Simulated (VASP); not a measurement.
Here is a VASP 6.6.1 calculation.

INCAR

```
SYSTEM = BaS
  PREC = Accurate
  ENCUT = 520
  EDIFF = 1E-6
  ISMEAR = 0
  SIGMA = 0.05
  LREAL = .False.
  LASPH = .True.
  NELM = 60
  ALGO = Normal
  ISIF = 2
  LWAVE = .False.
  LCHARG = .True.
  GGA = PE
  IVDW = 12
  LELF = .True.
  LVHAR = .True.
  NBANDS = 15
```

The input KPOINTS:

```
regular mesh
0
Gamma
  6 6 6
  0 0 0
```

The input POSCAR:

```
BaS
1.0
    0.0000000000      3.2007443521      3.2007443521
    3.2007443521      0.0000000000      3.2007443521
    3.2007443521      3.2007443521      0.0000000000
Ba S
1 1
Direct
    0.5000000000      0.5000000000      0.5000000000
    0.0000000000      0.0000000000      0.0000000000
```

Potentials or basis: VASP PAW PBE potentials, release 64 (Ba_sv, S).

Launch:

```bash
$ cat potpaw_PBE.64/Ba_sv/POTCAR potpaw_PBE.64/S/POTCAR > POTCAR
$ mpirun -np 1 vasp_std > vasp.out
```

(1) What does it give for the band gap on the k mesh?

(2) Predict the dispersion energy per atom.

(3) Estimate the pressure.

## Answers

(1) 2.12 eV, indirect (least direct gap 2.26 eV).

(2) -0.276 eV.

(3) -0.3 GPa.

Caveat: spin-orbit coupling is left out, which moves the levels of the heavy elements.
